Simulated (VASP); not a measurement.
Here is a VASP 6.6.1 calculation.

INCAR

```
PREC     = Accurate       # precision mode
ENCUT    = 520            # plane-wave cutoff, eV
EDIFF    = 1E-6           # SCF threshold, eV
ISMEAR   = 0              # smearing method
SIGMA    = 0.1            # smearing width, eV
LREAL    = F              # projectors in reciprocal space
LASPH    = T              # aspherical terms in the spheres
NELM     = 80             # most SCF steps
ALGO     = Normal         # electronic algorithm
ISIF     = 2              # what is computed and relaxed
LWAVE    = F              # write WAVECAR
LCHARG   = T              # write CHGCAR
GGA      = PE             # functional
LELF     = T              # ELF
LVHAR    = T            
NBANDS   = 26             # bands
```

The input KPOINTS:

```
regular mesh
0
Gamma
  4 4 4
```

The input POSCAR:

```
CdTe4
1.0
    5.6160035200      0.0000000000      0.0000000000
    0.0000000000      5.6160035200      0.0000000000
    0.0000000000      0.0000000000      5.6160035200
Cd Te
1 4
Direct
    0.0000000000      0.0000000000      0.0000000000
    0.2500000000      0.2500000000      0.2500000000
    0.7500000000      0.7500000000      0.2500000000
    0.2500000000      0.7500000000      0.7500000000
    0.7500000000      0.2500000000      0.7500000000
```

Potentials or basis: VASP PAW PBE potentials, release 64 (Cd, Te).

Run with:

```bash
$ cat potpaw_PBE.64/Cd/POTCAR potpaw_PBE.64/Te/POTCAR > POTCAR
$ mpirun -np 1 vasp_std > vasp.out
```

**Question.** Estimate the pressure.

**Answer.** 7.3 GPa.

**Question.** Estimate the band gap on the k mesh.

**Answer.** Zero (bands 18 and 19 overlap by 0.91 eV).

Caveat: the cell stands under pressure; spin-orbit coupling is left out, which moves the levels of the heavy elements.
